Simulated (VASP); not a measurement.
# Si7Ge in VASP: notebook, part 2 of 2

VASP 6.6.1. Earlier steps stand in the parts before.

## (3) Relaxation of cell and atoms, r2SCAN, target pressure 10 GPa, at which the enthalpy is minimised

This run uses another cell than the first one, of 18.68 Å³/atom.

POSCAR reads:

```
Si7Ge
1.0
    5.3062918102      0.0000000000      0.0000000000
    0.0000000000      5.3062918102      0.0000000000
    0.0000000000      0.0000000000      5.3062918102
Si Ge
7 1
Direct
    0.2524198364      0.2524198364      0.2524198364
    0.0000000000      0.5000000000      0.5000000000
    0.5000000000      0.5000000000      0.0000000000
    0.5000000000      0.0000000000      0.5000000000
    0.7475801636      0.2524198364      0.7475801636
    0.7475801636      0.7475801636      0.2524198364
    0.2524198364      0.7475801636      0.7475801636
    0.0000000000      0.0000000000      0.0000000000
```

INCAR.step1 reads:

```
SYSTEM = Si7Ge
PREC = Accurate
ENCUT = 600
ISMEAR = 0
SIGMA = 0.02
LREAL = .False.
LASPH = .True.
NELM = 100
GGA = PE
ALGO = Normal
EDIFF = 1E-4
LWAVE = .True.
LCHARG = .False.
```

INCAR.step2 reads:

```
SYSTEM = Si7Ge
PREC = Accurate
ENCUT = 600
EDIFF = 1E-6
ISMEAR = 0
SIGMA = 0.02
LREAL = .False.
LASPH = .True.
NELM = 100
ALGO = Normal
ISIF = 3
LWAVE = .False.
LCHARG = .False.
METAGGA = R2SCAN
LMIXTAU = .True.
IBRION = 2
NSW = 70
EDIFFG = -0.008
PSTRESS = 100.0
ISTART = 1
```

KPOINTS reads:

```
regular mesh
0
Gamma
  8 8 8
  0 0 0
```

Potentials or basis: VASP PAW PBE potentials, release 64 (Si, Ge_d).

Command:

```
> cat potpaw_PBE.64/Si/POTCAR potpaw_PBE.64/Ge_d/POTCAR > POTCAR
> cp INCAR.step1 INCAR
> mpirun -np 1 vasp_std > vasp.out
> cp INCAR.step2 INCAR
> mpirun -np 1 vasp_std > vasp.out
```

OUTCAR:

```text
SYSTEM = Si7Ge
   PREC = Accurate
   ENCUT = 600
   EDIFF = 1E-6
   ISMEAR = 0
   LREAL = .False.
   LASPH = .True.
   NELM = 100
   ISIF = 3
   METAGGA = R2SCAN
   IBRION = 2
   NSW = 70
   EDIFFG = -0.008
   PSTRESS = 100.0
   ISTART = 1

 ion  position               nearest neighbor table
   1  0.252  0.252  0.252-   2 2.29   3 2.29   4 2.29   8 2.32
   2  0.000  0.500  0.500-   1 2.29   5 2.29   6 2.29   7 2.29
   3  0.500  0.500  0.000-   1 2.29   5 2.29   6 2.29   7 2.29
   4  0.500  0.000  0.500-   1 2.29   5 2.29   6 2.29   7 2.29
   5  0.748  0.252  0.748-   2 2.29   3 2.29   4 2.29   8 2.32
   6  0.748  0.748  0.252-   2 2.29   3 2.29   4 2.29   8 2.32
   7  0.252  0.748  0.748-   2 2.29   3 2.29   4 2.29   8 2.32
   8  0.000  0.000  0.000-   1 2.32   5 2.32   6 2.32   7 2.32
[... 283 lines left out ...]
--------------------------------------- Ionic step        3  -------------------------------------------

 number of electron      41.9999992 magnetization

 Free energy of the ion-electron system (eV)
  ---------------------------------------------------
  ext. energy  EPLUGINS =         0.00000000
  ---------------------------------------------------
  free energy    TOTEN  =       -74.86502666 eV

  energy without entropy =      -74.86502666  energy(sigma->0) =      -74.86502666

 E-fermi :   6.6139     XC(G=0): -10.3507

 val. band max:        6.4944296487   @ k =   0.0000   0.0000   0.0000
 cond. band min:       6.9019627567   @ k =   0.0000   0.0000   0.0000
 fundamental gap:      0.4075331080
 Fermi energy:         6.6139491824

 k-point     1 :       0.0000    0.0000    0.0000
  band No.  band energies     occupation
      1     -18.3656      2.00000
      2     -18.3656      2.00000
      3     -18.3656      2.00000
      4     -18.3267      2.00000
      5     -18.3267      2.00000
      6      -6.7756      2.00000
[... 685 lines left out ...]
     25       9.9462      0.00000
     26      10.0622      0.00000

 [... further k-points ...]
[... 5 lines left out ...]
  --------------------------------------------------------------------------------------
  -------------------------------------------------------------------------------------
  Total        9.3314279      9.3314279      9.3314279      0.0000000     -0.0000000     -0.0000000
  in kB      100.0180402    100.0180402    100.0180402      0.0000000     -0.0000000     -0.0000000
  external PRESSURE =       0.0180402 kB  Pullay stress =     100.0000000 kB
[... 27 lines left out ...]
  energy  without entropy=      -74.8650266636  energy(sigma->0) =      -74.86502666

  enthalpy is  TOTEN    =       -65.5352818959 eV   P V=        9.3297447677

 reached required accuracy - stopping structural energy minimisation
```

OUTCAR.step1:

```text
SYSTEM = Si7Ge
   PREC = Accurate
   ENCUT = 600
   ISMEAR = 0
   LREAL = .False.
   LASPH = .True.
[... 940 lines left out ...]
      3.96688      3.96688      1.33941        -0.046635     -0.046635      0.046635
      1.33941      3.96688      3.96688         0.046635     -0.046635     -0.046635
      0.00000      0.00000      0.00000        -0.000000      0.000000      0.000000
 -----------------------------------------------------------------------------------
    total drift:                               -0.000000     -0.000000      0.000000

  FREE ENERGIE OF THE ION-ELECTRON SYSTEM (eV)
  ---------------------------------------------------
  free  energy   TOTEN  =       -41.8794870623 eV

  energy  without entropy=      -41.8794870623  energy(sigma->0) =      -41.87948706
```

It took 21 min on 1 thread of Oxide Virtual Turin-like, shared host; peak memory 0.34 GiB.

What came out:

```
Free energy                                                : -74.8650 eV
Relaxed volume                                             : 18.68 Å³/atom
Relaxed cell                                               : a = 5.307 Å, b = 5.307 Å, c = 5.307 Å, α = 90.00°, β = 90.00°, γ = 90.00°
Space group after relaxing (to 0.1 Å)                      : P-43m (No. 215)
Energy change on relaxing (the run minimises the enthalpy) : -0.6 meV/atom
Ionic steps                                                : 3
Pressure after relaxing                                    : 10.0 GPa
Largest force after relaxing                               : 0.006 eV/Å
Band gap on the k mesh                                     : 0.41 eV
```

Forces in eV/Å, atoms in the order of the input:
```
Si   0.004  0.004  0.004
Si   0.000  0.000  0.000
Si   0.000  0.000  0.000
Si   0.000  0.000  0.000
Si  -0.004  0.004 -0.004
Si  -0.004 -0.004  0.004
Si   0.004 -0.004 -0.004
Ge   0.000  0.000  0.000
```

Step by step:
```tsv
step	energy change (eV)	largest force (eV/Å)	pressure (GPa)	volume (Å³)
1	0.0000	0.0161	10.05	149.41
2	-0.0075	0.0005	9.89	149.53
3	-0.0045	0.0065	10.00	149.48
```

Final structure:
```
CELL_PARAMETERS angstrom
5.30713 0.00000 0.00000
0.00000 5.30713 0.00000
0.00000 0.00000 5.30713
ATOMIC_POSITIONS crystal
Si 0.25247 0.25247 0.25247
Si 0.00000 0.50000 0.50000
Si 0.50000 0.50000 0.00000
Si 0.50000 0.00000 0.50000
Si 0.74753 0.25247 0.74753
Si 0.74753 0.74753 0.25247
Si 0.25247 0.74753 0.74753
Ge 0.00000 0.00000 0.00000
```

Caveat: the cell is relaxed towards a set pressure, so the run minimises the enthalpy, not the energy; semilocal functionals underestimate gaps, and a narrow one can read as zero; the PAW data sets were made with another functional, which shifts forces and pressure a little.
